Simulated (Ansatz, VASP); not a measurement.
One calculation of H, two programs

The input INCAR:

```
SYSTEM = H
PREC = Accurate
ENCUT = 600
EDIFF = 1E-6
ISMEAR = 0
SIGMA = 0.02
LREAL = .FALSE.
LASPH = .TRUE.
NELM = 60
ALGO = Normal
ISIF = 3
LWAVE = .FALSE.
LCHARG = .FALSE.
GGA = PE
IBRION = 2
NSW = 100
EDIFFG = -0.01
```

KPOINTS

```
Automatic mesh
0
G
  4 4 4
  0 0 0
```

POSCAR

```
H
1.0
    7.1772243400      0.0000000000      0.0000000000
    0.0000000000      7.1869279200      0.0000000000
    0.0000000000      0.0000000000      7.2081540300
H
8
Direct
    0.3655326100      0.7217362900      0.6472593300
    0.8655326100      0.7782637100      0.3527406700
    0.6344673900      0.2217362900      0.8527406700
    0.1344673900      0.2782637100      0.1472593300
    0.6445223500      0.1492589600      0.7802707100
    0.1445223500      0.3507410400      0.2197292900
    0.3554776500      0.6492589600      0.7197292900
    0.8554776500      0.8507410400      0.2802707100
```

Input for Ansatz:

```yaml
crystal:
  lattice:
    - [7.17722434, 0.0, 0.0]
    - [0.0, 7.18692792, 0.0]
    - [0.0, 0.0, 7.20815403]
  atoms:
    - { symbol: H, position: [0.36553261, 0.72173629, 0.64725933] }
    - { symbol: H, position: [0.86553261, 0.77826371, 0.35274067] }
    - { symbol: H, position: [0.63446739, 0.22173629, 0.85274067] }
    - { symbol: H, position: [0.13446739, 0.27826371, 0.14725933] }
    - { symbol: H, position: [0.64452235, 0.14925896, 0.78027071] }
    - { symbol: H, position: [0.14452235, 0.35074104, 0.21972929] }
    - { symbol: H, position: [0.35547765, 0.64925896, 0.71972929] }
    - { symbol: H, position: [0.85547765, 0.85074104, 0.28027071] }
basis:
  ecutwfc: 420
kpoints:
  mp_grid: { grid: [4, 4, 4] }
hamiltonian:
  xc: pbe
scf:
  occupations: { method: gaussian, width: 0.02 }
output:
  forces: true
  stress: true
  eigenvalues: true
relax:
  adjacent_minimum: "off"
  f_tol: 0.01
  max_steps: 80
  cell: { stress_tol: 0.05 }
```

Alike in both runs: task relaxation of cell and atoms; functional PBE; k mesh 4 × 4 × 4; occupations gaussian, width 0.02 eV; no spin polarisation.

|  | VASP | Ansatz |
| --- | --- | --- |
| version | VASP 6.6.1 | Ansatz 0.2.0 |
| potentials or method | VASP PAW PBE potentials, release 64 (H), cutoff 600 eV | scalar-relativistic, plane waves, PAW |
| valence electrons in the cell | 8 | 8 |

Ansatz gave:

```
gap on the k mesh at the Fermi level, each at its own relaxed structure (eV) : 9.60
relaxed volume (Å³/atom)                                                     : 39.37
relaxed length of the cell vector where the two differ most in proportion (Å)              : 6.722
```

Problem. What did VASP give for the same quantities?

Solution. gap on the k mesh at the Fermi level, each at its own relaxed structure (eV): 9.73; relaxed volume (Å³/atom): 46.53; relaxed length of the cell vector where the two differ most in proportion (Å): 7.191.

One of these differences is far larger than is usual between the two programs; its cause wasn't traced.
